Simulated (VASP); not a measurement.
# PrBe3Si in VASP: single point with PBE

Aim: the single point of PrBe3Si with PBE.

All numbers are computed with VASP 6.6.1; they aren't measurements. Logs are shortened: lines on timing, memory, paths and dates and some standing lists are left out, and cuts for length are marked.

## 1. The cell of the first run

The typed cell holds 5 atoms: a = 5.929 Å, b = 5.929 Å, c = 5.929 Å, α = 42.52°, β = 42.52°, γ = 42.52°.

## 2. Single point, PBE

INCAR

```
ALGO = Normal
EDIFF = 1E-6
ENCUT = 600
GGA = PE
GGA_COMPAT = F
ISIF = 2
ISMEAR = 0
LASPH = T
LCHARG = F
LMAXMIX = 6
LREAL = F
LWAVE = F
NBANDS = 20
NELM = 200
PREC = Accurate
SIGMA = 0.2
```

KPOINTS

```
k-points
0
Gamma
  5 5 5
```

POSCAR

```
PrBe3Si
1.0
    2.1497366406      1.2411510281      5.3839293042
   -2.1497366406      1.2411510281      5.3839293042
    0.0000000000     -2.4823020562      5.3839293042
Pr Be Si
1 3 1
Direct
    0.5000000000      0.5000000000      0.5000000000
    0.5000318388      0.4999681612      0.0000000000
    0.0000000000      0.5000318388      0.4999681612
    0.4999681612      0.0000000000      0.5000318388
    0.0000000000      0.0000000000      0.0000000000
```

Potentials or basis: VASP PAW PBE potentials, release 64 (Pr, Be, Si).

On the command line:

```sh
$ cat potpaw_PBE.64/Pr/POTCAR potpaw_PBE.64/Be/POTCAR potpaw_PBE.64/Si/POTCAR > POTCAR
$ mpirun -np 1 vasp_std > vasp.out
```

OUTCAR:

```text
EDIFF = 1E-6
   ENCUT = 600
   GGA = PE
   ISIF = 2
   ISMEAR = 0
   LASPH = T
   LREAL = F
   NELM = 200
   PREC = Accurate

 ion  position               nearest neighbor table
   1  0.500  0.500  0.500-   2 2.96   2 2.96   3 2.96   4 2.96   4 2.96   3 2.96
   2  0.500  0.500  0.000-   5 2.15   4 2.15   3 2.15   4 2.15   3 2.15   5 2.15   1 2.96   1 2.96

   3  0.000  0.500  0.500-   5 2.15   2 2.15   2 2.15   4 2.15   4 2.15   5 2.15   1 2.96   1 2.96

   4  0.500  0.000  0.500-   5 2.15   2 2.15   2 2.15   3 2.15   3 2.15   5 2.15   1 2.96   1 2.96

   5  0.000  0.000  0.000-   3 2.15   4 2.15   2 2.15   3 2.15   4 2.15   2 2.15

  LATTYP: Found a trigonal (rhomboedric) cell.
 ALAT       =     5.9286185787
 COS(alpha) =     0.7370376987

  Lattice vectors:

 A1 = (   2.1497366406,   1.2411510281,   5.3839293042)
 A2 = (  -2.1497366406,   1.2411510281,   5.3839293042)
 A3 = (   0.0000000000,  -2.4823020562,   5.3839293042)

Analysis of symmetry for initial positions (statically):
=====================================================================
 Subroutine PRICEL returns:
 Original cell was already a primitive cell.

 Routine SETGRP: Setting up the symmetry group for a
 trigonal (rhombohedral) supercell.

 Subroutine GETGRP returns: Found  6 space group operations
 (whereof  6 operations were pure point group operations)
 out of a pool of 12 trial point group operations.

The static configuration has the point symmetry D_3 .

Analysis of symmetry for dynamics (positions and initial velocities):
=====================================================================
 Subroutine PRICEL returns:
 Original cell was already a primitive cell.

 Routine SETGRP: Setting up the symmetry group for a
 trigonal (rhombohedral) supercell.

 Subroutine GETGRP returns: Found  6 space group operations
 (whereof  6 operations were pure point group operations)
 out of a pool of 12 trial point group operations.

The dynamic configuration has the point symmetry D_3 .

 Subroutine INISYM returns: Found  6 space group operations
 (whereof  6 operations are pure point group operations),
 and found     1 'primitive' translations

----------------------------------------------------------------------------------------

                                     Primitive cell

  volume of cell :      86.1907

  direct lattice vectors                    reciprocal lattice vectors
     2.149736641  1.241151028  5.383929304     0.232586630  0.134283953  0.061912651
    -2.149736641  1.241151028  5.383929304    -0.232586630  0.134283953  0.061912651
     0.000000000 -2.482302056  5.383929304     0.000000000 -0.268567907  0.061912651

  length of vectors
     5.928618579  5.928618579  5.928618579     0.275611859  0.275611859  0.275611859

  position of ions in fractional coordinates (direct lattice)
     0.500000000  0.500000000  0.500000000
     0.500031839  0.499968161  0.000000000
     0.000000000  0.500031839  0.499968161
     0.499968161  0.000000000  0.500031839
     0.000000000  0.000000000  0.000000000

  ion indices of the primitive-cell ions
   primitive index   ion index
                 1           1
                 2           2
                 3           3
                 4           4
                 5           5

----------------------------------------------------------------------------------------

 KPOINTS: k-points

Automatic generation of k-mesh.
 Grid dimensions read from file:
 generate k-points for:    5    5    5

 Generating k-lattice:

  Cartesian coordinates                     Fractional coordinates (reciprocal lattice)
     0.046517326  0.026856791  0.012382530     0.200000000 -0.000000000 -0.000000000
    -0.046517326  0.026856791  0.012382530    -0.000000000  0.200000000 -0.000000000
     0.000000000 -0.053713581  0.012382530    -0.000000000 -0.000000000  0.200000000

  Length of vectors
     0.055122372  0.055122372  0.055122372

  Shift w.r.t. Gamma in fractional coordinates (k-lattice)
     0.000000000  0.000000000  0.000000000

 Subroutine IBZKPT returns following result:
 ===========================================

 Found     19 irreducible k-points:

 Following reciprocal coordinates:
            Coordinates               Weight
  0.000000  0.000000  0.000000      1.000000
  0.200000  0.000000  0.000000      6.000000
  0.400000  0.000000  0.000000      6.000000
  0.200000  0.200000 -0.000000      6.000000
  0.400000  0.200000 -0.000000     12.000000
 -0.400000  0.200000  0.000000     12.000000
[... 11 lines left out ...]
  0.400000  0.400000  0.400000      2.000000
 -0.400000  0.400000  0.400000      6.000000
   k-points           NKPTS =     19   k-points in BZ     NKDIM =     19   number of bands    NBANDS=     20
   number of dos      NEDOS =    301   number of ions     NIONS =      5
   total plane-waves  NPLWV = 110592
   dimension x,y,z NGX =    48 NGY =   48 NGZ =   48
   dimension x,y,z NGXF=    96 NGYF=   96 NGZF=   96
   ions per type =               1   3   1
   NGX,Y,Z   is equivalent  to a cutoff of  13.46, 13.46, 13.46 a.u.
   NGXF,Y,Z  is equivalent  to a cutoff of  26.92, 26.92, 26.92 a.u.
 SYSTEM =  unknown system
   PREC   = accura    normal or accurate (medium, high low for compatibility)
   ISTART =      0    job   : 0-new  1-cont  2-samecut
   ICHARG =      2    charge: 1-file 2-atom 10-const
   ISPIN  =      1    spin polarized calculation?
   LNONCOLLINEAR =      F non collinear calculations
   LSORBIT =      F    spin-orbit coupling
   LASPH  =      T    aspherical Exc in radial PAW
   ENCUT  =  600.0 eV  44.10 Ry    6.64 a.u.  11.84 11.84 11.84*2*pi/ulx,y,z
   NELM   =    200;   NELMIN=  2; NELMDL= -5     # of ELM steps
   EDIFF  = 0.1E-05   stopping-criterion for ELM
   LREAL  =      F    real-space projection
   EDIFFG = 0.1E-04   stopping-criterion for IOM
   NSW    =      0    number of steps for IOM
   IBRION =     -1    ionic relax: 0-MD 1-quasi-New 2-CG
   NFREE  =      0    steps in history (QN), initial steepest desc. (CG)
   ISIF   =      2    stress and relaxation
   ISYM   =      2    0-nonsym 1-usesym 2-fastsym
   POTIM  = 0.5000    time-step for ionic-motion
   TEBEG  =    0.0;   TEEND  =   0.0 temperature during run
   PSTRESS=    0.0 pullay stress
   NELECT =      23.0000    total number of electrons
   NUPDOWN=      -1.0000    fix difference up-down
   EMIN   =  10.00;   EMAX   =-10.00  energy-range for DOS
   EFERMI =   0.00;   METHOD = LEGACY
   ISMEAR =     0;   SIGMA  =   0.20  broadening in eV -4-tet -1-fermi 0-gaus
   EFERMI_NEDOS =   21; number of points for ismear=-14 and -15
   IALGO  =     38    algorithm
   IMIX   =      4    mixing-type and parameters
     AMIX     =   0.40;   BMIX     =  1.00
     AMIX_MAG =   1.60;   BMIX_MAG =  1.00
  volume/ion in A,a.u.               =      17.24       116.33
  Fermi-wavevector in a.u.,A,eV,Ry     =   1.053976  1.991725 15.114234  1.110865
  Thomas-Fermi vector in A             =   2.189118
   LORBIT       =      0    0 simple, 1 ext, 2 COOP (PROOUT), +10 PAW based schemes
   GGA     = PE    functional components
   LHFCALC =     F    Hartree Fock is set to
   AEXX    =    0.0000 exact exchange contribution
   IVDW    =     0    specifies the selected vdW correction
   LEPSILON=     F    determine dielectric tensor
   LRPA    =     F    only Hartree local field effects (RPA)
 non-spin polarized calculation
 Gauss-broadening in eV      SIGMA  =   0.20
  energy-cutoff  :      600.00
  volume of cell :       86.19
 maximum number of plane-waves:      2898
   NGX = 23   NGY = 23   NGZ = 23

 number of electron      23.0000000 magnetization

 Free energy of the ion-electron system (eV)
  ---------------------------------------------------
  ext. energy  EPLUGINS =         0.00000000
  ---------------------------------------------------
  free energy    TOTEN  =       -20.78340515 eV

  energy without entropy =      -20.42650973  energy(sigma->0) =      -20.60495744

 E-fermi :   5.6164     XC(G=0):  -9.5895

 val. band max:        5.5983698305   @ k =  -0.4000   0.4000   0.2000
 cond. band min:       5.6168314137   @ k =   0.0000   0.0000   0.0000
 fundamental gap:      0.0184615832
 Fermi energy:         5.6164315510

 k-point     1 :       0.0000    0.0000    0.0000
  band No.  band energies     occupation
      1     -30.4115      2.00000
      2     -12.5599      2.00000
      3     -12.3897      2.00000
      4     -12.3897      2.00000
      5      -5.0446      2.00000
      6       1.4589      2.00000
[... 12 lines left out ...]
     19       6.1681      0.00010
     20       6.1681      0.00010

 k-point     2 :       0.2000    0.0000    0.0000
  band No.  band energies     occupation
      1     -30.4067      2.00000
      2     -12.5474      2.00000
      3     -12.4686      2.00000
      4     -12.4076      2.00000
      5      -4.7513      2.00000
      6       0.2655      2.00000
[... 12 lines left out ...]
     19       6.7341      0.00000
     20       6.7428      0.00000

 k-point     3 :       0.4000    0.0000    0.0000
  band No.  band energies     occupation
      1     -30.3991      2.00000
      2     -12.5925      2.00000
      3     -12.5264      2.00000
      4     -12.4363      2.00000
      5      -4.0708      2.00000
      6      -1.3420      2.00000
[... 12 lines left out ...]
     19       8.0159      0.00000
     20       8.1666      0.00000

 k-point     4 :       0.2000    0.2000   -0.0000
  band No.  band energies     occupation
      1     -30.4067      2.00000
      2     -12.5503      2.00000
      3     -12.4676      2.00000
      4     -12.4080      2.00000
      5      -4.7262      2.00000
      6       0.2790      2.00000
[... 314 lines left out ...]
 k-point    18 :       0.4000    0.4000    0.4000
  band No.  band energies     occupation
      1     -30.4115      2.00000
      2     -12.5876      2.00000
      3     -12.3888      2.00000
      4     -12.3888      2.00000
      5      -4.6856      2.00000
      6       0.7624      2.00000
[... 12 lines left out ...]
     19       6.8521      0.00000
     20       6.8521      0.00000

 k-point    19 :      -0.4000    0.4000    0.4000
  band No.  band energies     occupation
      1     -30.4067      2.00000
      2     -12.5698      2.00000
      3     -12.4664      2.00000
      4     -12.4071      2.00000
      5      -4.4730      2.00000
      6       0.3375      2.00000
[... 12 lines left out ...]
     19       7.0050      0.00000
     20       7.3439      0.00000

------------------------ aborting loop because EDIFF is reached ----------------------------------------

  FORCE on cell =-STRESS in cart. coord.  units (eV):
  Direction    XX          YY          ZZ          XY          YZ          ZX
  --------------------------------------------------------------------------------------
  -------------------------------------------------------------------------------------
  Total       -0.2664556     -0.2664556     -0.8206701     -0.0000000     -0.0000000      0.0000000
  in kB       -4.9530754     -4.9530754    -15.2552282     -0.0000000     -0.0000000      0.0000000
  external PRESSURE =      -8.3871264 kB  Pullay stress =       0.0000000 kB

 VOLUME and BASIS-vectors are now :
 -----------------------------------------------------------------------------
  energy-cutoff  :      600.00
  volume of cell :       86.19
      direct lattice vectors                 reciprocal lattice vectors
     2.149736641  1.241151028  5.383929304     0.232586630  0.134283953  0.061912651
    -2.149736641  1.241151028  5.383929304    -0.232586630  0.134283953  0.061912651
     0.000000000 -2.482302056  5.383929304     0.000000000 -0.268567907  0.061912651

 POSITION                                       TOTAL-FORCE (eV/Angst)
 -----------------------------------------------------------------------------------
      0.00000      0.00000      8.07589         0.000000     -0.000000      0.000000
      0.00014      1.24115      5.38393        -0.002326      0.000000     -0.000000
     -1.07494     -0.62046      5.38393         0.001163     -0.002014      0.000000
      1.07480     -0.62069      5.38393         0.001163      0.002014      0.000000
      0.00000      0.00000      0.00000         0.000000     -0.000000      0.000000
 -----------------------------------------------------------------------------------
    total drift:                                0.000000      0.000000     -0.000000

  FREE ENERGIE OF THE ION-ELECTRON SYSTEM (eV)
  ---------------------------------------------------
  free  energy   TOTEN  =       -20.7834051461 eV

  energy  without entropy=      -20.4265097316  energy(sigma->0) =      -20.60495744
```

It took 4 min on 1 thread of Intel Xeon 8259CL, shared host; peak memory 0.36 GiB.

What came out:

```yaml
Free_energy: -20.7834 eV
Pressure: -0.8 GPa
```

Forces in eV/Å, atoms in the order of the input:
```
Pr   0.000  0.000  0.000
Be  -0.002  0.000  0.000
Be   0.001 -0.002  0.000
Be   0.001  0.002  0.000
Si   0.000  0.000  0.000
```

Caveat: spin-orbit coupling is left out, which moves the levels of the heavy elements; without U or exact exchange the open f shell lies at the Fermi level, which spoils levels, moments and volumes.
